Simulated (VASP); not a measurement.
ZnO, 4 atoms in the cell. It takes space group P6_3mc (No. 186, hexagonal). Conventional cell: a = 3.235 Å, b = 3.235 Å, c = 5.211 Å, α = 90.00°, β = 90.00°, γ = 120.00°. Within 2.6 Å of Zn (site symmetry 3m) lie 4 O at 1.97 to 1.98 Å. Within 2.6 Å of O (site symmetry 3m) lie 4 Zn at 1.97 to 1.98 Å. 

- Program: VASP 6.6.1
- Task: single point
- Functional: r2SCAN
- Potentials or basis: VASP PAW PBE potentials, release 64 (Zn, O)
- Cutoff: 520 eV
- k mesh: 12 × 12 × 6
- Occupations: gaussian, width 0.02 eV
- Spin: no spin polarisation
- Dipole correction: no
- Further INCAR settings: ALGO = Normal; EDIFF = 1e-06; NBANDS = 26

Potentials or basis: VASP PAW PBE potentials, release 64 (Zn, O).

Launch:

```bash
$ cat potpaw_PBE.64/Zn/POTCAR potpaw_PBE.64/O/POTCAR > POTCAR
$ cp INCAR.step1 INCAR
$ mpirun -np 1 vasp_std > vasp.out
$ cp INCAR.step2 INCAR
$ mpirun -np 1 vasp_std > vasp.out
```

Hardware: 1 thread of Intel(R) Xeon(R) Platinum 8488C (Sapphire Rapids), on a shared host.

Q: Estimate the wall time of this run.

A: Run time: 2.8 min on 1 thread of Intel(R) Xeon(R) Platinum 8488C (Sapphire Rapids), with other jobs on the host, peak memory 0.21 GiB. Counts: k points 76.
